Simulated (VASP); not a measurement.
# Ta (Pm-3m) in VASP: notebook

Runs on Ta. Level: PBE. Tasks: single point.

Program: VASP 6.6.1. These are calculated values, not measurements. Logs are shortened: lines on timing, memory, paths and dates and some standing lists are left out, and cuts for length are marked.

### Step 1. The cell of the first run

Symmetry: Pm-3m, No. 221, cubic system. Conventional cell: a = 2.315 Å, b = 2.315 Å, c = 2.315 Å, α = 90.00°, β = 90.00°, γ = 90.00°. Within 3.1 Å of Ta (site symmetry m-3m) lie 6 Ta at 2.32 Å.

### Step 2. Single point, PBE (volume scaled by 0.6)

The input, INCAR:

```
SYSTEM = Ta
PREC = Accurate
ENCUT = 520
EDIFF = 1E-6
ISMEAR = -1
SIGMA = 0.08
LREAL = .FALSE.
LASPH = .TRUE.
NELM = 100
ALGO = Normal
ISIF = 2
LWAVE = .FALSE.
LCHARG = .FALSE.
GGA = PE
NBANDS = 12
```

The input, KPOINTS:

```
regular mesh
0
G
  14 14 14
  0 0 0
```

The input, POSCAR:

```
Ta
1.0
    2.3151568313      0.0000000000      0.0000000000
    0.0000000000      2.3151568313      0.0000000000
    0.0000000000      0.0000000000      2.3151568313
Ta
1
Direct
    0.0000000000      0.0000000000      0.0000000000
```

Potentials or basis: VASP PAW PBE potentials, release 64 (Ta_pv).

Command:

```
$ cat potpaw_PBE.64/Ta_pv/POTCAR > POTCAR
$ mpirun -np 1 vasp_std > vasp.out
```

OUTCAR:

```text
SYSTEM = Ta
   PREC = Accurate
   ENCUT = 520
   EDIFF = 1E-6
   ISMEAR = -1
   LREAL = .FALSE.
   LASPH = .TRUE.
   NELM = 100
   ISIF = 2
   GGA = PE

 ion  position               nearest neighbor table
   1  0.000  0.000  0.000-

  LATTYP: Found a simple cubic cell.
 ALAT       =     2.3151568313

  Lattice vectors:

 A1 = (   2.3151568313,   0.0000000000,   0.0000000000)
 A2 = (   0.0000000000,   2.3151568313,   0.0000000000)
 A3 = (   0.0000000000,   0.0000000000,   2.3151568313)

Analysis of symmetry for initial positions (statically):
=====================================================================
 Subroutine PRICEL returns:
 Original cell was already a primitive cell.

 Routine SETGRP: Setting up the symmetry group for a
 simple cubic supercell.

 Subroutine GETGRP returns: Found 48 space group operations
 (whereof 48 operations were pure point group operations)
 out of a pool of 48 trial point group operations.

The static configuration has the point symmetry O_h .

Analysis of symmetry for dynamics (positions and initial velocities):
=====================================================================
 Subroutine PRICEL returns:
 Original cell was already a primitive cell.

 Routine SETGRP: Setting up the symmetry group for a
 simple cubic supercell.

 Subroutine GETGRP returns: Found 48 space group operations
 (whereof 48 operations were pure point group operations)
 out of a pool of 48 trial point group operations.

The dynamic configuration has the point symmetry O_h .

 Subroutine INISYM returns: Found 48 space group operations
 (whereof 48 operations are pure point group operations),
 and found     1 'primitive' translations

----------------------------------------------------------------------------------------

                                     Primitive cell

  volume of cell :      12.4091

  direct lattice vectors                    reciprocal lattice vectors
     2.315156831  0.000000000  0.000000000     0.431936181  0.000000000  0.000000000
     0.000000000  2.315156831  0.000000000     0.000000000  0.431936181  0.000000000
     0.000000000  0.000000000  2.315156831     0.000000000  0.000000000  0.431936181

  length of vectors
     2.315156831  2.315156831  2.315156831     0.431936181  0.431936181  0.431936181

  position of ions in fractional coordinates (direct lattice)
     0.000000000  0.000000000  0.000000000

  ion indices of the primitive-cell ions
   primitive index   ion index
                 1           1

----------------------------------------------------------------------------------------

 KPOINTS: regular mesh

Automatic generation of k-mesh.
 Grid dimensions read from file:
 generate k-points for:   14   14   14

 Generating k-lattice:

  Cartesian coordinates                     Fractional coordinates (reciprocal lattice)
     0.030852584  0.000000000  0.000000000     0.071428571  0.000000000  0.000000000
     0.000000000  0.030852584  0.000000000     0.000000000  0.071428571  0.000000000
     0.000000000  0.000000000  0.030852584     0.000000000  0.000000000  0.071428571

  Length of vectors
     0.030852584  0.030852584  0.030852584

  Shift w.r.t. Gamma in fractional coordinates (k-lattice)
     0.000000000  0.000000000  0.000000000

 Subroutine IBZKPT returns following result:
 ===========================================

 Found    120 irreducible k-points:

 Following reciprocal coordinates:
            Coordinates               Weight
  0.000000  0.000000  0.000000      1.000000
  0.071429  0.000000  0.000000      6.000000
  0.142857  0.000000  0.000000      6.000000
  0.214286  0.000000  0.000000      6.000000
  0.285714  0.000000  0.000000      6.000000
  0.357143  0.000000  0.000000      6.000000
[... 16 lines left out ...]
  0.285714  0.214286  0.000000     24.000000
  0.357143  0.214286  0.000000     24.000000
 [... further k-points ...]
   k-points           NKPTS =    120   k-points in BZ     NKDIM =    120   number of bands    NBANDS=     12
   number of dos      NEDOS =    301   number of ions     NIONS =      1
   total plane-waves  NPLWV =   5832
   dimension x,y,z NGX =    18 NGY =   18 NGZ =   18
   dimension x,y,z NGXF=    36 NGYF=   36 NGZF=   36
   ions per type =               1
   NGX,Y,Z   is equivalent  to a cutoff of  12.93, 12.93, 12.93 a.u.
   NGXF,Y,Z  is equivalent  to a cutoff of  25.85, 25.85, 25.85 a.u.
 SYSTEM =  Ta
   PREC   = accura    normal or accurate (medium, high low for compatibility)
   ISTART =      0    job   : 0-new  1-cont  2-samecut
   ICHARG =      2    charge: 1-file 2-atom 10-const
   ISPIN  =      1    spin polarized calculation?
   LNONCOLLINEAR =      F non collinear calculations
   LSORBIT =      F    spin-orbit coupling
   LASPH  =      T    aspherical Exc in radial PAW
   ENCUT  =  520.0 eV  38.22 Ry    6.18 a.u.   4.30  4.30  4.30*2*pi/ulx,y,z
   NELM   =    100;   NELMIN=  2; NELMDL= -5     # of ELM steps
   EDIFF  = 0.1E-05   stopping-criterion for ELM
   LREAL  =      F    real-space projection
   EDIFFG = 0.1E-04   stopping-criterion for IOM
   NSW    =      0    number of steps for IOM
   IBRION =     -1    ionic relax: 0-MD 1-quasi-New 2-CG
   NFREE  =      0    steps in history (QN), initial steepest desc. (CG)
   ISIF   =      2    stress and relaxation
   ISYM   =      2    0-nonsym 1-usesym 2-fastsym
   POTIM  = 0.5000    time-step for ionic-motion
   TEBEG  =    0.0;   TEEND  =   0.0 temperature during run
   PSTRESS=    0.0 pullay stress
   NELECT =      11.0000    total number of electrons
   NUPDOWN=      -1.0000    fix difference up-down
   EMIN   =  10.00;   EMAX   =-10.00  energy-range for DOS
   EFERMI =   0.00;   METHOD = LEGACY
   ISMEAR =    -1;   SIGMA  =   0.08  broadening in eV -4-tet -1-fermi 0-gaus
   EFERMI_NEDOS =   21; number of points for ismear=-14 and -15
   IALGO  =     38    algorithm
   IMIX   =      4    mixing-type and parameters
     AMIX     =   0.40;   BMIX     =  1.00
     AMIX_MAG =   1.60;   BMIX_MAG =  1.00
  volume/ion in A,a.u.               =      12.41        83.74
  Fermi-wavevector in a.u.,A,eV,Ry     =   1.572625  2.971831 33.649261  2.473151
  Thomas-Fermi vector in A             =   2.674032
   LORBIT       =      0    0 simple, 1 ext, 2 COOP (PROOUT), +10 PAW based schemes
   GGA     = PE    functional components
   LHFCALC =     F    Hartree Fock is set to
   AEXX    =    0.0000 exact exchange contribution
   IVDW    =     0    specifies the selected vdW correction
   LEPSILON=     F    determine dielectric tensor
   LRPA    =     F    only Hartree local field effects (RPA)
 non-spin polarized calculation
  energy-cutoff  :      520.00
  volume of cell :       12.41
 maximum number of plane-waves:       356
 NGX is ok and might be reduce to    18
   NGX =  9   NGY =  9   NGZ =  9

 number of electron      11.0000003 magnetization

 Free energy of the ion-electron system (eV)
  ---------------------------------------------------
  ext. energy  EPLUGINS =         0.00000000
  ---------------------------------------------------
  free energy    TOTEN  =        -7.32198824 eV

  energy without entropy =       -7.30874974  energy(sigma->0) =       -7.31536899

 E-fermi :   9.3764     XC(G=0): -14.5404

 val. band max:        9.3600248983   @ k =   0.4286   0.2857   0.2143
 cond. band min:       9.3788090117   @ k =   0.5000   0.2857   0.2143
 fundamental gap:      0.0187841134
 Fermi energy:         9.3764113183

 k-point     1 :       0.0000    0.0000    0.0000
  band No.  band energies     occupation
      1     -22.7461      2.00000
      2     -22.7461      2.00000
      3     -22.7461      2.00000
      4       0.2426      2.00000
      5       3.8271      2.00000
      6       3.8271      2.00000
      7      19.7899      0.00000
      8      19.7899      0.00000
      9      19.7899      0.00000
     10      24.5730      0.00000
     11      29.7086      0.00000
     12      29.7086      0.00000

 k-point     2 :       0.0714    0.0000    0.0000
  band No.  band energies     occupation
      1     -23.0411      2.00000
      2     -22.7224      2.00000
      3     -22.7224      2.00000
      4       0.5260      2.00000
      5       3.9029      2.00000
      6       4.2370      2.00000
      7      19.1173      0.00000
      8      19.1173      0.00000
      9      19.8332      0.00000
     10      24.5703      0.00000
     11      28.5146      0.00000
     12      30.4034      0.00000

 k-point     3 :       0.1429    0.0000    0.0000
  band No.  band energies     occupation
      1     -23.8176      2.00000
      2     -22.6556      2.00000
      3     -22.6556      2.00000
      4       1.2046      2.00000
      5       4.1211      2.00000
      6       5.4785      2.00000
      7      17.5890      0.00000
      8      17.5890      0.00000
      9      19.9562      0.00000
     10      24.5559      0.00000
     11      26.2966      0.00000
     12      31.9709      0.00000
[... 286 lines left out ...]
 k-point    23 :       0.2857    0.2143    0.0000
  band No.  band energies     occupation
      1     -25.5910      2.00000
      2     -24.4350      2.00000
      3     -22.2662      2.00000
      4       4.2211      2.00000
      5       6.4909      2.00000
      6       9.9765      0.00110
      7      12.8597      0.00000
      8      14.8053      0.00000
      9      16.8614      0.00000
     10      24.5370      0.00000
     11      25.3272      0.00000
     12      28.7445      0.00000

 k-point    24 :       0.3571    0.2143    0.0000
  band No.  band energies     occupation
      1     -26.4097      2.00000
      2     -24.3053      2.00000
      3     -22.1671      2.00000
      4       4.7270      2.00000
      5       6.1765      2.00000
      6      10.0556      0.00041
      7      13.6924      0.00000
      8      14.5460      0.00000
      9      17.0884      0.00000
     10      24.4949      0.00000
     11      24.8735      0.00000
     12      29.9168      0.00000

 [... further k-points ...]

------------------------ aborting loop because EDIFF is reached ----------------------------------------

  FORCE on cell =-STRESS in cart. coord.  units (eV):
  Direction    XX          YY          ZZ          XY          YZ          ZX
  --------------------------------------------------------------------------------------
  -------------------------------------------------------------------------------------
  Total       15.6725622     15.6725622     15.6725622      0.0000000      0.0000000      0.0000000
  in kB     2023.5285540   2023.5285540   2023.5285540      0.0000000      0.0000000      0.0000000
  external PRESSURE =    2023.5285540 kB  Pullay stress =       0.0000000 kB

 VOLUME and BASIS-vectors are now :
 -----------------------------------------------------------------------------
  energy-cutoff  :      520.00
  volume of cell :       12.41
      direct lattice vectors                 reciprocal lattice vectors
     2.315156831  0.000000000  0.000000000     0.431936181  0.000000000  0.000000000
     0.000000000  2.315156831  0.000000000     0.000000000  0.431936181  0.000000000
     0.000000000  0.000000000  2.315156831     0.000000000  0.000000000  0.431936181

 POSITION                                       TOTAL-FORCE (eV/Angst)
 -----------------------------------------------------------------------------------
      0.00000      0.00000      0.00000         0.000000      0.000000      0.000000
 -----------------------------------------------------------------------------------
    total drift:                                0.000000      0.000000     -0.000000

  FREE ENERGIE OF THE ION-ELECTRON SYSTEM (eV)
  ---------------------------------------------------
  free  energy   TOTEN  =        -7.3219882376 eV

  energy  without entropy=       -7.3087497367  energy(sigma->0) =       -7.31536899
```

It took 7.3 s on 1 thread of AMD EPYC 9R45 (Zen 5), shared host; peak memory 0.1 GiB.

What came out:

```
Free energy : -7.3220 eV
Pressure    : 202.4 GPa
```

Levels at points of the mesh, in eV from the Fermi level:
```tsv
k point	band 4	band 5	band 6	band 7	band 8	band 9
(0.00, 0.00, 0.00)	-9.13	-5.55	-5.55	10.41	10.41	10.41
(0.50, 0.00, 0.00)	-4.48	-3.75	1.13	2.77	2.77	11.35
(0.50, 0.50, 0.00)	-8.56	-1.89	4.42	4.42	9.13	9.13
(0.50, 0.50, 0.50)	-5.69	-5.69	-5.69	6.51	15.16	16.27
```

Caveat: spin-orbit coupling is left out, which moves the levels of the heavy elements.

### Step 3. Single point, PBE (volume scaled by 0.68)

The input, INCAR:

```
SYSTEM = Ta
  PREC = Accurate
  ENCUT = 520
  EDIFF = 1E-7
  ISMEAR = -1
  SIGMA = 0.08
  LREAL = .False.
  LASPH = .True.
  NELM = 100
  ALGO = Normal
  ISIF = 2
  LWAVE = .False.
  LCHARG = .True.
  GGA = PE
  LELF = .True.
  LVHAR = .True.
  NBANDS = 12
```

The input, KPOINTS:

```
Automatic mesh
0
Gamma
  14 14 14
  0 0 0
```

The input, POSCAR:

```
Ta
1.0
    2.4137908502      0.0000000000      0.0000000000
    0.0000000000      2.4137908502      0.0000000000
    0.0000000000      0.0000000000      2.4137908502
Ta
1
Direct
    0.0000000000      0.0000000000      0.0000000000
```

Potentials or basis: VASP PAW PBE potentials, release 64 (Ta_pv).

Command:

```
$ cat potpaw_PBE.64/Ta_pv/POTCAR > POTCAR
$ mpirun -np 1 vasp_std > vasp.out
```

Wall time 7.9 s (1 thread of AMD EPYC 9R45 (Zen 5), shared host); peak memory 0.1 GiB.

The run converged. Its results:

```yaml
Free_energy: -8.9395 eV
Pressure: 118.1 GPa
```

Levels at points of the mesh, in eV from the Fermi level:
```
           k point  band 4  band 5  band 6  band 7  band 8  band 9
(0.00, 0.00, 0.00)   -8.73   -4.61   -4.61    9.21    9.21    9.21
(0.50, 0.00, 0.00)   -4.35   -3.06    0.72    2.77    2.77    9.97
(0.50, 0.50, 0.00)   -7.11   -1.76    4.15    4.15    7.94    7.94
(0.50, 0.50, 0.50)   -4.60   -4.60   -4.60    6.94   14.10   14.10
```

Caveat: spin-orbit coupling is left out, which moves the levels of the heavy elements.

(Part 1 of 2 ends here.)
